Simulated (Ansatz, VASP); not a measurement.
One calculation of Co, two programs

File INCAR:

```
ALGO = Fast
EDIFF = 1E-6
ENCUT = 520
ISIF = 2
ISMEAR = 0
LASPH = T
LCHARG = T
LELF = T
LREAL = F
LVHAR = T
LWAVE = F
NBANDS = 16
NELM = 60
PREC = Accurate
SIGMA = 0.15
```

KPOINTS

```
k-points
0
Gamma
  24 24 12
```

File POSCAR:

```
Co
1.0
    2.3593161362      0.0000000000      0.0000000000
   -1.1796580681      2.0432277095      0.0000000000
    0.0000000000      0.0000000000      3.8057344492
Co
2
Direct
    0.6666666667      0.3333333333      0.2500000000
    0.3333333333      0.6666666667      0.7500000000
```

Input for Ansatz:

```yaml
crystal:
  lattice:
    - [2.3593161362, 0.0, 0.0]
    - [-1.1796580681, 2.0432277095, 0.0]
    - [0.0, 0.0, 3.8057344492]
  atoms:
    - { symbol: Co, position: [0.6666666667, 0.3333333333, 0.25] }
    - { symbol: Co, position: [0.3333333333, 0.6666666667, 0.75] }
basis:
  ecutwfc: 520.0
kpoints:
  mp_grid: { grid: [24, 24, 12] }
hamiltonian:
  xc: lda
  pseudopotentials: { kind: paw, azcp: { folder: soft_1 } }
scf:
  occupations: { method: gaussian, width: 0.15 }
  lower_state_search: "off"
output:
  forces: true
  stress: true
  eigenvalues: true
```

Alike in both runs: task single point; functional LDA; k mesh 24 × 24 × 12; occupations gaussian, width 0.15 eV; no spin polarisation.

|  | VASP | Ansatz |
| --- | --- | --- |
| version | VASP 6.6.1 | Ansatz 0.2.0 |
| potentials or method | VASP PAW LDA potentials, release 64 (Co), cutoff 520 eV | scalar-relativistic, plane waves, PAW |
| valence electrons in the cell | 18 | 34 |

Ansatz gave:

```
gap on the k mesh at the Fermi level (eV)                     : none
pressure (GPa)                                                : 16.3
traceless stress, the component that is largest in VASP (GPa) : 0.10
```

Question: Estimate VASP's values.

Answer: gap on the k mesh at the Fermi level (eV): none; pressure (GPa): 15.4; traceless stress, the component that is largest in VASP (GPa): 0.05.

Ansatz warns that its potentials were made for another functional, while VASP's fit it. LDA's correlation is that of Perdew and Zunger in VASP and of Perdew and Wang (1992) in Ansatz. A gap of «none» marks a metal or a gap that the smearing closes. VASP's potentials hold 18 valence electrons a cell and Ansatz's 34, so a difference there can come from the potentials and not from the codes.
